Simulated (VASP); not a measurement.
# Fe (Fm-3m) in VASP: single point with PBE

Aim: the single point of Fe with PBE.

All numbers are computed with VASP 6.6.1; they aren't measurements. Logs are shortened: lines on timing, memory, paths and dates and some standing lists are left out, and cuts for length are marked.

**1. The cell of the first run**

It takes space group Fm-3m (No. 225, cubic). Conventional cell: a = 3.504 Å, b = 3.504 Å, c = 3.504 Å, α = 90.00°, β = 90.00°, γ = 90.00°. Fe (site symmetry m-3m) has 12 Fe at 2.48 Å within 3.3 Å.

This isn't the form of Fe at room conditions, which is bcc.

**2. Single point, PBE, collinear spin, ferromagnetic start**

Input file INCAR:

```
SYSTEM = Fe
ALGO     = Normal         ! electronic algorithm
EDIFF    = 1E-7           ! SCF threshold, eV
ENCUT    = 520            ! plane-wave cutoff, eV
GGA      = PE             ! functional
ISIF     = 2              ! what is computed and relaxed
ISMEAR   = 0              ! smearing method
ISPIN    = 2              ! spin polarisation
ISYM     = 0            
LASPH    = .True.         ! aspherical terms in the spheres
LCHARG   = .False.        ! write CHGCAR
LMAXMIX  = 4              ! l up to which the mixer works
LORBIT   = 11             ! projections on sites
LREAL    = .False.        ! projectors in reciprocal space
LWAVE    = .False.        ! write WAVECAR
MAGMOM   = 4 4            ! initial moments
NBANDS   = 19             ! bands
NELM     = 150            ! most SCF steps
PREC     = Accurate       ! precision mode
SIGMA    = 0.1            ! smearing width, eV
```

Input file KPOINTS:

```
k-points
0
Gamma
  7 9 11
  0 0 0
```

Input file POSCAR:

```
Fe
1.0
   -1.7520000000     -1.7520000000     -3.5040000000
    1.7520000000     -1.7520000000      0.0000000000
   -1.7520000000     -1.7520000000      0.0000000000
Fe
2
Direct
    0.0000000000      0.0000000000      0.0000000000
    0.5000000000      0.5000000000      0.0000000000
```

Potentials or basis: VASP PAW PBE potentials, release 64 (Fe).

Launch:

```
> cat potpaw_PBE.64/Fe/POTCAR > POTCAR
> mpirun -np 1 vasp_std > vasp.out
```

OUTCAR:

```text
SYSTEM = Fe
   EDIFF = 1E-7
   ENCUT = 520
   GGA = PE
   ISIF = 2
   ISMEAR = 0
   ISPIN = 2
   ISYM = 0
   LASPH = .True.
   LORBIT = 11
   LREAL = .False.
   NELM = 150
   PREC = Accurate

 ion  position               nearest neighbor table
   1  0.000  0.000  0.000-   2 2.48   2 2.48   2 2.48   2 2.48   2 2.48   2 2.48   2 2.48   2 2.48

   2  0.500  0.500  0.000-   1 2.48   1 2.48   1 2.48   1 2.48   1 2.48   1 2.48   1 2.48   1 2.48

IMPORTANT INFORMATION: All symmetrisations will be switched off!
NOSYMM: (Re-)initialisation of all symmetry stuff for point group C_1.

----------------------------------------------------------------------------------------

                                     Primitive cell

  volume of cell :      21.5111

  direct lattice vectors                    reciprocal lattice vectors
    -1.752000000 -1.752000000 -3.504000000     0.000000000  0.000000000 -0.285388128
     1.752000000 -1.752000000  0.000000000     0.285388128 -0.285388128  0.000000000
    -1.752000000 -1.752000000  0.000000000    -0.285388128 -0.285388128  0.285388128

  length of vectors
     4.291506029  2.477702161  2.477702161     0.285388128  0.403599761  0.494306737

  position of ions in fractional coordinates (direct lattice)
     0.000000000  0.000000000  0.000000000
     0.500000000  0.500000000  0.000000000

  ion indices of the primitive-cell ions
   primitive index   ion index
                 1           1
                 2           2

----------------------------------------------------------------------------------------

 KPOINTS: k-points

Automatic generation of k-mesh.
 Grid dimensions read from file:
 generate k-points for:    7    9   11

 Generating k-lattice:

  Cartesian coordinates                     Fractional coordinates (reciprocal lattice)
     0.000000000  0.000000000 -0.040769733     0.142857143  0.000000000  0.000000000
     0.031709792 -0.031709792  0.000000000     0.000000000  0.111111111  0.000000000
    -0.025944375 -0.025944375  0.025944375     0.000000000  0.000000000  0.090909091

  Length of vectors
     0.040769733  0.044844418  0.044936976

  Shift w.r.t. Gamma in fractional coordinates (k-lattice)
     0.000000000  0.000000000  0.000000000

 -----------------------------------------------------------------------------
|                                                                             |
|           W    W    AA    RRRRR   N    N  II  N    N   GGGG   !!!           |
|           W    W   A  A   R    R  NN   N  II  NN   N  G    G  !!!           |
|           W    W  A    A  R    R  N N  N  II  N N  N  G       !!!           |
|           W WW W  AAAAAA  RRRRR   N  N N  II  N  N N  G  GGG   !            |
|           WW  WW  A    A  R   R   N   NN  II  N   NN  G    G                |
|           W    W  A    A  R    R  N    N  II  N    N   GGGG   !!!           |
|                                                                             |
|     Your reciprocal lattice and k-lattice belong to different lattice       |
|     classes:                                                                |
|                                                                             |
|        The reciprocal lattice is simple tetragonal,                         |
|        whereas your k-lattice is simple monoclinic.                         |
|                                                                             |
|     Results are often still useful ...                                      |
|                                                                             |
 -----------------------------------------------------------------------------

 WARNING: IBZKPT: internal override: KBLOWUP is changed to .FALSE.
      ... skipping the blow-up phase ...

 Subroutine IBZKPT returns following result:
 ===========================================

 Found    347 irreducible k-points:

 Following reciprocal coordinates:
            Coordinates               Weight
  0.000000  0.000000  0.000000      1.000000
  0.142857  0.000000  0.000000      2.000000
  0.285714  0.000000  0.000000      2.000000
  0.428571  0.000000  0.000000      2.000000
  0.000000  0.111111  0.000000      2.000000
  0.142857  0.111111  0.000000      2.000000
[... 16 lines left out ...]
 -0.428571  0.333333  0.000000      2.000000
 -0.285714  0.333333  0.000000      2.000000
 [... further k-points ...]
   k-points           NKPTS =    347   k-points in BZ     NKDIM =    347   number of bands    NBANDS=     19
   number of dos      NEDOS =    301   number of ions     NIONS =      2
   total plane-waves  NPLWV =  10368
   dimension x,y,z NGX =    32 NGY =   18 NGZ =   18
   dimension x,y,z NGXF=    64 NGYF=   36 NGZF=   36
   ions per type =               2
   NGX,Y,Z   is equivalent  to a cutoff of  12.40, 12.08, 12.08 a.u.
   NGXF,Y,Z  is equivalent  to a cutoff of  24.79, 24.15, 24.15 a.u.
 SYSTEM =  Fe
   PREC   = accura    normal or accurate (medium, high low for compatibility)
   ISTART =      0    job   : 0-new  1-cont  2-samecut
   ICHARG =      2    charge: 1-file 2-atom 10-const
   ISPIN  =      2    spin polarized calculation?
   LNONCOLLINEAR =      F non collinear calculations
   LSORBIT =      F    spin-orbit coupling
   LASPH  =      T    aspherical Exc in radial PAW
   ENCUT  =  520.0 eV  38.22 Ry    6.18 a.u.   7.98  4.61  4.61*2*pi/ulx,y,z
   NELM   =    150;   NELMIN=  2; NELMDL= -5     # of ELM steps
   EDIFF  = 0.1E-06   stopping-criterion for ELM
   LREAL  =      F    real-space projection
   EDIFFG = 0.1E-05   stopping-criterion for IOM
   NSW    =      0    number of steps for IOM
   IBRION =     -1    ionic relax: 0-MD 1-quasi-New 2-CG
   NFREE  =      0    steps in history (QN), initial steepest desc. (CG)
   ISIF   =      2    stress and relaxation
   ISYM   =      0    0-nonsym 1-usesym 2-fastsym
   POTIM  = 0.5000    time-step for ionic-motion
   TEBEG  =    0.0;   TEEND  =   0.0 temperature during run
   PSTRESS=    0.0 pullay stress
   NELECT =      16.0000    total number of electrons
   NUPDOWN=      -1.0000    fix difference up-down
   EMIN   =  10.00;   EMAX   =-10.00  energy-range for DOS
   EFERMI =   0.00;   METHOD = LEGACY
   ISMEAR =     0;   SIGMA  =   0.10  broadening in eV -4-tet -1-fermi 0-gaus
   EFERMI_NEDOS =   21; number of points for ismear=-14 and -15
   IALGO  =     38    algorithm
   IMIX   =      4    mixing-type and parameters
     AMIX     =   0.40;   BMIX     =  1.00
     AMIX_MAG =   1.60;   BMIX_MAG =  1.00
  volume/ion in A,a.u.               =      10.76        72.58
  Fermi-wavevector in a.u.,A,eV,Ry     =   1.483295  2.803020 29.935030  2.200163
  Thomas-Fermi vector in A             =   2.596974
   LORBIT       =     11    0 simple, 1 ext, 2 COOP (PROOUT), +10 PAW based schemes
   GGA     = PE    functional components
   LHFCALC =     F    Hartree Fock is set to
   AEXX    =    0.0000 exact exchange contribution
   IVDW    =     0    specifies the selected vdW correction
   LEPSILON=     F    determine dielectric tensor
   LRPA    =     F    only Hartree local field effects (RPA)
 spin polarized calculation
 Gauss-broadening in eV      SIGMA  =   0.10
  energy-cutoff  :      520.00
  volume of cell :       21.51
 maximum number of plane-waves:       594
   NGX = 15   NGY =  9   NGZ =  9

 number of electron      15.9999990 magnetization       2.3094608

 Free energy of the ion-electron system (eV)
  ---------------------------------------------------
  ext. energy  EPLUGINS =         0.00000000
  ---------------------------------------------------
  free energy    TOTEN  =       -16.18853382 eV

  energy without entropy =      -16.17294372  energy(sigma->0) =      -16.18073877

 E-fermi :   6.3684     XC(G=0): -13.4628

 val. band max:        6.3680296219   @ k =  -0.4286   0.1111   0.0000
 cond. band min:       6.3689829635   @ k =  -0.1429   0.3333   0.1818
 fundamental gap:      0.0009533416
 Fermi energy:         6.3684405169

 spin component 1

 k-point     1 :       0.0000    0.0000    0.0000
  band No.  band energies     occupation
      1      -2.3450      1.00000
      2       1.1778      1.00000
      3       2.1007      1.00000
      4       4.4159      1.00000
      5       4.4254      1.00000
      6       4.4277      1.00000
[... 11 lines left out ...]
     18      31.5596      0.00000
     19      34.1755      0.00000

 k-point     2 :       0.1429    0.0000    0.0000
  band No.  band energies     occupation
      1      -2.0675      1.00000
      2       1.2455      1.00000
      3       2.2031      1.00000
      4       4.2949      1.00000
      5       4.5138      1.00000
      6       4.5253      1.00000
[... 476 lines left out ...]
 k-point    24 :      -0.2857    0.3333    0.0000
  band No.  band energies     occupation
      1       0.8184      1.00000
      2       2.2087      1.00000
      3       3.2481      1.00000
      4       4.2201      1.00000
      5       4.3711      1.00000
      6       4.3734      1.00000
[... 11 lines left out ...]
     18      29.3214      0.00000
     19      31.7879      0.00000

 [... further k-points ...]

 spin component 2

 k-point     1 :       0.0000    0.0000    0.0000
  band No.  band energies     occupation
      1      -2.2235      1.00000
      2       2.2294      1.00000
      3       2.7444      1.00000
      4       5.2351      1.00000
      5       5.2411      1.00000
      6       5.2462      1.00000
[... 11 lines left out ...]
     18      31.9393      0.00000
     19      34.4707      0.00000

 k-point     2 :       0.1429    0.0000    0.0000
  band No.  band energies     occupation
      1      -1.9451      1.00000
      2       2.2471      1.00000
      3       2.8531      1.00000
      4       5.0991      1.00000
      5       5.3357      1.00000
      6       5.3466      1.00000
[... 476 lines left out ...]
 k-point    24 :      -0.2857    0.3333    0.0000
  band No.  band energies     occupation
      1       1.0663      1.00000
      2       2.7844      1.00000
      3       4.3539      1.00000
      4       4.7733      1.00000
      5       5.1261      1.00000
      6       5.5431      1.00000
[... 11 lines left out ...]
     18      29.4816      0.00000
     19      32.1225      0.00000

 [... further k-points ...]

------------------------ aborting loop because EDIFF is reached ----------------------------------------

  FORCE on cell =-STRESS in cart. coord.  units (eV):
  Direction    XX          YY          ZZ          XY          YZ          ZX
  --------------------------------------------------------------------------------------
  -------------------------------------------------------------------------------------
  Total       -0.4700295     -0.4700222     -0.4412193     -0.0361584      0.0030055      0.0030064
  in kB      -35.0084911    -35.0079455    -32.8626631     -2.6931334      0.2238512      0.2239184
  external PRESSURE =     -34.2930332 kB  Pullay stress =       0.0000000 kB

 VOLUME and BASIS-vectors are now :
 -----------------------------------------------------------------------------
  energy-cutoff  :      520.00
  volume of cell :       21.51
      direct lattice vectors                 reciprocal lattice vectors
    -1.752000000 -1.752000000 -3.504000000     0.000000000  0.000000000 -0.285388128
     1.752000000 -1.752000000  0.000000000     0.285388128 -0.285388128  0.000000000
    -1.752000000 -1.752000000  0.000000000    -0.285388128 -0.285388128  0.285388128

 POSITION                                       TOTAL-FORCE (eV/Angst)
 -----------------------------------------------------------------------------------
      0.00000      0.00000      0.00000         0.000000     -0.000000     -0.000000
      0.00000     -1.75200     -1.75200        -0.000000      0.000000      0.000000
 -----------------------------------------------------------------------------------
    total drift:                                0.000000     -0.000000      0.000000

  FREE ENERGIE OF THE ION-ELECTRON SYSTEM (eV)
  ---------------------------------------------------
  free  energy   TOTEN  =       -16.1885338204 eV

  energy  without entropy=      -16.1729437193  energy(sigma->0) =      -16.18073877

 total charge

# of ion       s       p       d       tot
------------------------------------------
    1        0.513   0.587   6.281   7.382
    2        0.513   0.587   6.281   7.382
--------------------------------------------------
tot          1.026   1.175  12.562  14.763

 magnetization (x)

# of ion       s       p       d       tot
------------------------------------------
    1       -0.006  -0.021   1.171   1.144
    2       -0.006  -0.021   1.171   1.144
--------------------------------------------------
tot         -0.013  -0.042   2.343   2.288
```

Run time: 9.2 min. Hardware: 1 thread of AMD EPYC, shared host; peak memory 0.26 GiB.

Results:

```
Free energy                                           : -16.1885 eV
Pressure                                              : -3.4 GPa
Net moment                                            : 2.31 μB per cell
Site moments                                          : Fe +1.14 μB
Valence electrons inside the program's atomic spheres : Fe 7.38
```

Caveat: the cell stands under tension.
